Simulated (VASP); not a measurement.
Wanted: the native input for a VASP 6.6.1 run.

- Task: relaxation of cell and atoms
- Functional: PBE
- Potentials or basis: VASP PAW PBE potentials, release 64 (B, Ir)
- Cutoff: 600 eV
- k mesh: 12 × 12 × 8
- Occupations: gaussian, width 0.1 eV
- Spin: no spin polarisation
- Dipole correction: no
- Further INCAR settings: ALGO = Normal; EDIFF = 1e-07; IBRION = 2; EDIFFG = -0.01; NSW = 100; ISIF = 3

The structure of B3Ir lies in POSCAR:

```
B3Ir
1.0
    4.2935228034      0.0000000000      0.0000000000
   -2.1467614017      3.7182998195      0.0000000000
    0.0000000000      0.0000000000      4.9786788809
B Ir
6 2
Direct
    0.7985952840      0.5971905679      0.2500000000
    0.2014047160      0.7985952840      0.7500000000
    0.4028094321      0.2014047160      0.2500000000
    0.2014047160      0.4028094321      0.7500000000
    0.7985952840      0.2014047160      0.2500000000
    0.5971905679      0.7985952840      0.7500000000
    0.3333333333      0.6666666667      0.2500000000
    0.6666666667      0.3333333333      0.7500000000
```

One way to write it, as run:

INCAR

```
ALGO = Normal ; EDIFF = 1E-7
EDIFFG = -0.01 ; ENCUT = 600
GGA = PE ; IBRION = 2
ISIF = 3 ; ISMEAR = 0
LASPH = T ; LCHARG = F
LREAL = F ; LWAVE = F
NELM = 80 ; NSW = 100
PREC = Accurate ; SIGMA = 0.1
```

KPOINTS

```
k-points
0
Gamma
  12 12 8
```

Potentials or basis: VASP PAW PBE potentials, release 64 (B, Ir).

Run with:

```bash
$ cat potpaw_PBE.64/B/POTCAR potpaw_PBE.64/Ir/POTCAR > POTCAR
$ mpirun -np 1 vasp_std > vasp.out
```

It gave:

```json
{
 "Relaxed volume": "9.86 Å³/atom",
 "Relaxed cell": "a = 4.310 Å, b = 4.310 Å, c = 4.903 Å, α = 90.00°, β = 90.00°, γ = 120.00°",
 "Space group after relaxing (to 0.05 Å)": "P6_3/mmc (No. 194)",
 "Energy gained by relaxing": "0.4 meV/atom",
 "Ionic steps": "7",
 "Pressure after relaxing": "-0.1 GPa",
 "Largest force after relaxing": "0.007 eV/Å",
 "Band gap on the k mesh": "zero (band 18 reaches 7.12 eV, above the bottom of band 19 at 6.55 eV)"
}
```

Caveat: spin-orbit coupling is left out, which moves the levels of the heavy elements.

Run time: 12 min on 1 thread of Intel(R) Xeon(R) Platinum 8488C (Sapphire Rapids), with other jobs on the host, peak memory 0.35 GiB.
